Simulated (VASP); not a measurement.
# BP (I-4m2) in VASP: single point with PBE

Aim: the single point of BP with PBE.

Everything below comes from runs of VASP 6.6.1. Logs are shortened: lines on timing, memory, paths and dates and some standing lists are left out, and cuts for length are marked.

## Step 1: The cell of the first run

Symmetry: I-4m2, No. 119, tetragonal system. The conventional cell has a = 3.209 Å, b = 3.209 Å, c = 4.266 Å, α = 90.00°, β = 90.00°, γ = 90.00°. B (site symmetry -4m2) has 4 P at 1.93 Å within 2.6 Å. Within 2.6 Å of P (site symmetry -4m2) lie 4 B at 1.93 Å.

## Step 2: Single point, PBE

File INCAR:

```
  PREC = Accurate
  ENCUT = 500
  EDIFF = 1E-6
  ISMEAR = 0
  SIGMA = 0.05
  LREAL = False
  LASPH = True
  NELM = 120
  ALGO = Normal
  ISIF = 2
  LWAVE = False
  LCHARG = True
  GGA = PE
  LELF = True
  LVHAR = True
  ISYM = 0
  NBANDS = 11
  GGA_COMPAT = False
```

File KPOINTS:

```
Automatic mesh
0
Gamma
  10 10 10
```

File POSCAR:

```
BP
1.0
    0.0000000000      2.1328600000      2.2690000000
    2.2690000000      0.0000000000      2.2690000000
    2.2690000000      2.1328600000      0.0000000000
B P
1 1
Direct
    0.0000000000      0.0000000000      0.0000000000
    0.7500000000      0.7500000000      0.7500000000
```

Potentials or basis: VASP PAW PBE potentials, release 64 (B, P).

On the command line:

```console
$ cat potpaw_PBE.64/B/POTCAR potpaw_PBE.64/P/POTCAR > POTCAR
$ mpirun -np 1 vasp_std > vasp.out
```

OUTCAR:

```text
PREC = Accurate
   ENCUT = 500
   EDIFF = 1E-6
   ISMEAR = 0
   LREAL = False
   LASPH = True
   NELM = 120
   ISIF = 2
   GGA = PE
   ISYM = 0

 ion  position               nearest neighbor table
   1  0.000  0.000  0.000-   2 1.93   2 1.93   2 1.93   2 1.93
   2  0.750  0.750  0.750-   1 1.93   1 1.93   1 1.93   1 1.93

IMPORTANT INFORMATION: All symmetrisations will be switched off!
NOSYMM: (Re-)initialisation of all symmetry stuff for point group C_1.

----------------------------------------------------------------------------------------

                                     Primitive cell

  volume of cell :      21.9615

  direct lattice vectors                    reciprocal lattice vectors
     0.000000000  2.132860000  2.269000000    -0.220361393  0.234427013  0.220361393
     2.269000000  0.000000000  2.269000000     0.220361393 -0.234427013  0.220361393
     2.269000000  2.132860000  0.000000000     0.220361393  0.234427013 -0.220361393

  length of vectors
     3.114073342  3.208850573  3.114073342     0.389967065  0.389967065  0.389967065

  position of ions in fractional coordinates (direct lattice)
     0.000000000  0.000000000  0.000000000
     0.750000000  0.750000000  0.750000000

  ion indices of the primitive-cell ions
   primitive index   ion index
                 1           1
                 2           2

----------------------------------------------------------------------------------------

 KPOINTS: Automatic mesh

Automatic generation of k-mesh.
 Grid dimensions read from file:
 generate k-points for:   10   10   10

 Generating k-lattice:

  Cartesian coordinates                     Fractional coordinates (reciprocal lattice)
    -0.022036139  0.023442701  0.022036139     0.100000000  0.000000000  0.000000000
     0.022036139 -0.023442701  0.022036139    -0.000000000  0.100000000 -0.000000000
     0.022036139  0.023442701 -0.022036139     0.000000000  0.000000000  0.100000000

  Length of vectors
     0.038996706  0.038996706  0.038996706

  Shift w.r.t. Gamma in fractional coordinates (k-lattice)
     0.000000000  0.000000000  0.000000000

 Subroutine IBZKPT returns following result:
 ===========================================

 Found    504 irreducible k-points:

 Following reciprocal coordinates:
            Coordinates               Weight
  0.000000  0.000000  0.000000      1.000000
  0.100000  0.000000  0.000000      2.000000
  0.000000 -0.100000  0.000000      2.000000
  0.000000  0.000000  0.100000      2.000000
  0.100000  0.100000  0.100000      2.000000
  0.200000  0.000000  0.000000      2.000000
[... 16 lines left out ...]
  0.000000 -0.100000 -0.100000      2.000000
  0.200000  0.100000  0.000000      2.000000
 [... further k-points ...]
   k-points           NKPTS =    504   k-points in BZ     NKDIM =    504   number of bands    NBANDS=     11
   number of dos      NEDOS =    301   number of ions     NIONS =      2
   total plane-waves  NPLWV =  13824
   dimension x,y,z NGX =    24 NGY =   24 NGZ =   24
   dimension x,y,z NGXF=    48 NGYF=   48 NGZF=   48
   ions per type =               1   1
   NGX,Y,Z   is equivalent  to a cutoff of  12.81, 12.43, 12.81 a.u.
   NGXF,Y,Z  is equivalent  to a cutoff of  25.62, 24.87, 25.62 a.u.
 SYSTEM =  unknown system
   PREC   = accura    normal or accurate (medium, high low for compatibility)
   ISTART =      0    job   : 0-new  1-cont  2-samecut
   ICHARG =      2    charge: 1-file 2-atom 10-const
   ISPIN  =      1    spin polarized calculation?
   LNONCOLLINEAR =      F non collinear calculations
   LSORBIT =      F    spin-orbit coupling
   LASPH  =      T    aspherical Exc in radial PAW
   ENCUT  =  500.0 eV  36.75 Ry    6.06 a.u.   5.68  5.85  5.68*2*pi/ulx,y,z
   NELM   =    120;   NELMIN=  2; NELMDL= -5     # of ELM steps
   EDIFF  = 0.1E-05   stopping-criterion for ELM
   LREAL  =      F    real-space projection
   EDIFFG = 0.1E-04   stopping-criterion for IOM
   NSW    =      0    number of steps for IOM
   IBRION =     -1    ionic relax: 0-MD 1-quasi-New 2-CG
   NFREE  =      0    steps in history (QN), initial steepest desc. (CG)
   ISIF   =      2    stress and relaxation
   ISYM   =      0    0-nonsym 1-usesym 2-fastsym
   POTIM  = 0.5000    time-step for ionic-motion
   TEBEG  =    0.0;   TEEND  =   0.0 temperature during run
   PSTRESS=    0.0 pullay stress
   NELECT =       8.0000    total number of electrons
   NUPDOWN=      -1.0000    fix difference up-down
   EMIN   =  10.00;   EMAX   =-10.00  energy-range for DOS
   EFERMI =   0.00;   METHOD = LEGACY
   ISMEAR =     0;   SIGMA  =   0.05  broadening in eV -4-tet -1-fermi 0-gaus
   EFERMI_NEDOS =   21; number of points for ismear=-14 and -15
   IALGO  =     38    algorithm
   IMIX   =      4    mixing-type and parameters
     AMIX     =   0.40;   BMIX     =  1.00
     AMIX_MAG =   1.60;   BMIX_MAG =  1.00
  volume/ion in A,a.u.               =      10.98        74.10
  Fermi-wavevector in a.u.,A,eV,Ry     =   1.169188  2.209445 18.599175  1.367001
  Thomas-Fermi vector in A             =   2.305664
   LORBIT       =      0    0 simple, 1 ext, 2 COOP (PROOUT), +10 PAW based schemes
   GGA     = PE    functional components
   LHFCALC =     F    Hartree Fock is set to
   AEXX    =    0.0000 exact exchange contribution
   IVDW    =     0    specifies the selected vdW correction
   LEPSILON=     F    determine dielectric tensor
   LRPA    =     F    only Hartree local field effects (RPA)
 non-spin polarized calculation
 Gauss-broadening in eV      SIGMA  =   0.05
  energy-cutoff  :      500.00
  volume of cell :       21.96
 maximum number of plane-waves:       572
   NGX = 11   NGY = 11   NGZ = 11

 number of electron       8.0000000 magnetization

 Free energy of the ion-electron system (eV)
  ---------------------------------------------------
  ext. energy  EPLUGINS =         0.00000000
  ---------------------------------------------------
  free energy    TOTEN  =       -12.82754518 eV

  energy without entropy =      -12.82754447  energy(sigma->0) =      -12.82754483

 E-fermi :   8.6814     XC(G=0): -11.1802

 val. band max:        8.5763906451   @ k =   0.0000   0.0000   0.0000
 cond. band min:       8.7936464356   @ k =   0.4000   0.0000   0.4000
 fundamental gap:      0.2172557905
 Fermi energy:         8.6813615340

 k-point     1 :       0.0000    0.0000    0.0000
  band No.  band energies     occupation
      1      -7.8385      2.00000
      2       7.9956      2.00000
      3       7.9956      2.00000
      4       8.5764      1.99701
      5      11.4731      0.00000
      6      11.8274      0.00000
      7      11.8274      0.00000
      8      16.4719      0.00000
      9      19.6571      0.00000
     10      20.1412      0.00000
     11      21.1933      0.00000

 k-point     2 :       0.1000    0.0000    0.0000
  band No.  band energies     occupation
      1      -7.6486      2.00000
      2       6.8118      2.00000
      3       7.6617      2.00000
      4       8.1315      2.00000
      5      11.8349      0.00000
      6      12.2339      0.00000
      7      12.3843      0.00000
      8      16.9312      0.00000
      9      19.0899      0.00000
     10      20.2545      0.00000
     11      20.7791      0.00000

 k-point     3 :       0.0000   -0.1000    0.0000
  band No.  band energies     occupation
      1      -7.6486      2.00000
      2       6.8118      2.00000
      3       7.6617      2.00000
      4       8.1315      2.00000
      5      11.8349      0.00000
      6      12.2339      0.00000
      7      12.3843      0.00000
      8      16.9312      0.00000
      9      19.0899      0.00000
     10      20.2545      0.00000
     11      20.7791      0.00000

 k-point     4 :       0.0000    0.0000    0.1000
  band No.  band energies     occupation
      1      -7.6486      2.00000
      2       6.8118      2.00000
      3       7.6617      2.00000
      4       8.1315      2.00000
      5      11.8349      0.00000
      6      12.2339      0.00000
      7      12.3843      0.00000
      8      16.9312      0.00000
      9      19.0899      0.00000
     10      20.2545      0.00000
     11      20.7791      0.00000

 k-point     5 :       0.1000    0.1000    0.1000
  band No.  band energies     occupation
      1      -7.6486      2.00000
      2       6.8118      2.00000
      3       7.6617      2.00000
      4       8.1315      2.00000
      5      11.8349      0.00000
      6      12.2339      0.00000
      7      12.3843      0.00000
      8      16.9312      0.00000
      9      19.0899      0.00000
     10      20.2545      0.00000
     11      20.7791      0.00000

 k-point     6 :       0.2000    0.0000    0.0000
  band No.  band energies     occupation
      1      -7.0852      2.00000
      2       4.4091      2.00000
      3       7.0198      2.00000
      4       7.5745      2.00000
      5      12.2006      0.00000
      6      12.8484      0.00000
      7      13.1244      0.00000
      8      17.9327      0.00000
      9      18.7940      0.00000
     10      19.3995      0.00000
     11      21.7753      0.00000

 k-point     7 :       0.0000   -0.2000    0.0000
  band No.  band energies     occupation
      1      -7.0852      2.00000
      2       4.4091      2.00000
      3       7.0198      2.00000
      4       7.5745      2.00000
      5      12.2006      0.00000
      6      12.8484      0.00000
      7      13.1244      0.00000
      8      17.9327      0.00000
      9      18.7940      0.00000
     10      19.3995      0.00000
     11      21.7753      0.00000

 k-point     8 :       0.0000    0.0000    0.2000
  band No.  band energies     occupation
      1      -7.0852      2.00000
      2       4.4091      2.00000
      3       7.0198      2.00000
      4       7.5745      2.00000
      5      12.2006      0.00000
      6      12.8484      0.00000
      7      13.1244      0.00000
      8      17.9327      0.00000
      9      18.7940      0.00000
     10      19.3995      0.00000
     11      21.7753      0.00000
[... 141 lines left out ...]
 k-point    19 :      -0.0000    0.5000   -0.0000
  band No.  band energies     occupation
      1      -4.2627      2.00000
      2      -1.2964      2.00000
      3       5.9580      2.00000
      4       6.7511      2.00000
      5      11.9282      0.00000
      6      12.6070      0.00000
      7      13.7082      0.00000
      8      18.5845      0.00000
      9      22.4675      0.00000
     10      23.6593      0.00000
     11      24.0122      0.00000

 k-point    20 :       0.0000    0.0000    0.5000
  band No.  band energies     occupation
      1      -4.2627      2.00000
      2      -1.2964      2.00000
      3       5.9580      2.00000
      4       6.7511      2.00000
      5      11.9282      0.00000
      6      12.6070      0.00000
      7      13.7082      0.00000
      8      18.5845      0.00000
      9      22.4675      0.00000
     10      23.6593      0.00000
     11      24.0122      0.00000

 k-point    21 :       0.5000    0.5000    0.5000
  band No.  band energies     occupation
      1      -4.2627      2.00000
      2      -1.2964      2.00000
      3       5.9580      2.00000
      4       6.7511      2.00000
      5      11.9282      0.00000
      6      12.6070      0.00000
      7      13.7082      0.00000
      8      18.5845      0.00000
      9      22.4675      0.00000
     10      23.6593      0.00000
     11      24.0122      0.00000

 k-point    22 :       0.1000    0.1000    0.0000
  band No.  band energies     occupation
      1      -7.5956      2.00000
      2       7.2009      2.00000
      3       7.2217      2.00000
      4       7.6187      2.00000
      5      11.3965      0.00000
      6      12.5066      0.00000
      7      13.1297      0.00000
      8      16.6109      0.00000
      9      18.4914      0.00000
     10      20.8965      0.00000
     11      20.9938      0.00000

 k-point    23 :       0.0000   -0.1000   -0.1000
  band No.  band energies     occupation
      1      -7.5956      2.00000
      2       7.2009      2.00000
      3       7.2217      2.00000
      4       7.6187      2.00000
      5      11.3965      0.00000
      6      12.5066      0.00000
      7      13.1297      0.00000
      8      16.6109      0.00000
      9      18.4914      0.00000
     10      20.8965      0.00000
     11      20.9938      0.00000

 k-point    24 :       0.2000    0.1000    0.0000
  band No.  band energies     occupation
      1      -7.1665      2.00000
      2       5.2768      2.00000
      3       6.6912      2.00000
      4       7.1289      2.00000
      5      11.5875      0.00000
      6      13.1979      0.00000
      7      14.0587      0.00000
      8      16.0690      0.00000
      9      19.0151      0.00000
     10      20.6430      0.00000
     11      22.0234      0.00000

 [... further k-points ...]
[... 5 lines left out ...]
  --------------------------------------------------------------------------------------
  -------------------------------------------------------------------------------------
  Total        0.9586469      3.1310959      0.9586453     -0.0000019     -0.0000025      0.0000001
  in kB       69.9371450    228.4260450     69.9370297     -0.0001356     -0.0001806      0.0000092
  external PRESSURE =     122.7667399 kB  Pullay stress =       0.0000000 kB

 VOLUME and BASIS-vectors are now :
 -----------------------------------------------------------------------------
  energy-cutoff  :      500.00
  volume of cell :       21.96
      direct lattice vectors                 reciprocal lattice vectors
     0.000000000  2.132860000  2.269000000    -0.220361393  0.234427013  0.220361393
     2.269000000  0.000000000  2.269000000     0.220361393 -0.234427013  0.220361393
     2.269000000  2.132860000  0.000000000     0.220361393  0.234427013 -0.220361393

 POSITION                                       TOTAL-FORCE (eV/Angst)
 -----------------------------------------------------------------------------------
      0.00000      0.00000      0.00000        -0.000000      0.000000     -0.000000
      3.40350      3.19929      3.40350         0.000000     -0.000000      0.000000
 -----------------------------------------------------------------------------------
    total drift:                               -0.000001      0.000001     -0.000001

  FREE ENERGIE OF THE ION-ELECTRON SYSTEM (eV)
  ---------------------------------------------------
  free  energy   TOTEN  =       -12.8275451825 eV

  energy  without entropy=      -12.8275444747  energy(sigma->0) =      -12.82754483
```

It took 49 s on 1 thread of Intel Xeon Platinum 8375C at 2.90GHz (Ice Lake), shared host; peak memory 0.22 GiB.

What came out:

```yaml
Free_energy: -12.8275 eV
Pressure: 12.3 GPa
Band_gap_on_the_k_mesh: 0.22 eV (least direct gap 2.90 eV)
```

Levels at points of the mesh, in eV from the valence-band top:
| k point | band 2 | band 3 | band 4 | band 5 | band 6 | band 7 |
| --- | --- | --- | --- | --- | --- | --- |
| (0.00, 0.00, 0.00) | -0.58 | -0.58 | 0.00 | 2.90 | 3.25 | 3.25 |
| (0.50, 0.00, 0.00) | -9.87 | -2.62 | -1.83 | 3.35 | 4.03 | 5.13 |
| (0.00, 0.50, 0.00) | -9.87 | -2.62 | -1.83 | 3.35 | 4.03 | 5.13 |
| (0.00, 0.00, 0.50) | -9.87 | -2.62 | -1.83 | 3.35 | 4.03 | 5.13 |
| (0.50, 0.50, 0.50) | -9.87 | -2.62 | -1.83 | 3.35 | 4.03 | 5.13 |
| (0.50, 0.50, 0.00) | -9.49 | -4.55 | -4.42 | 1.07 | 1.53 | 11.52 |
| (0.00, 0.50, 0.50) | -9.49 | -4.55 | -4.42 | 1.07 | 1.53 | 11.52 |
| (0.50, 0.00, 0.50) | -8.89 | -5.17 | -5.17 | 0.35 | 0.61 | 12.26 |

Caveat: the cell stands under pressure.
